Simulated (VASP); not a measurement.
Here is a VASP 6.6.1 calculation.

File INCAR:

```
SYSTEM = Nb
PREC = Accurate
ENCUT = 520
EDIFF = 1E-7
ISMEAR = -1
SIGMA = 0.1
LREAL = .FALSE.
LASPH = .TRUE.
NELM = 100
ALGO = Normal
ISIF = 2
LWAVE = .FALSE.
LCHARG = .FALSE.
GGA = PE
NBANDS = 20
```

KPOINTS

```
Automatic mesh
0
G
  21 21 10
  0 0 0
```

POSCAR

```
Nb
1.0
    2.8313174325      0.0000000000      0.0000000000
   -1.4156587163      2.4519928228      0.0000000000
    0.0000000000      0.0000000000      5.1709925093
Nb
2
Direct
    0.3333333333      0.6666666667      0.2500000000
    0.6666666667      0.3333333333      0.7500000000
```

Potentials or basis: VASP PAW PBE potentials, release 64 (Nb_sv).

Launch:

```console
$ cat potpaw_PBE.64/Nb_sv/POTCAR > POTCAR
$ mpirun -np 1 vasp_std > vasp.out
```

Problem. What does it give for the pressure?

Solution. 6.7 GPa.

Problem. Predict the band gap on the k mesh.

Solution. Zero (bands 13 and 14 overlap by 2.97 eV).

Stress tensor (GPa, compression positive):
```
6.82 0.00 0.00
0.00 6.82 0.00
0.00 0.00 6.43
```

Caveat: the cell stands under pressure.
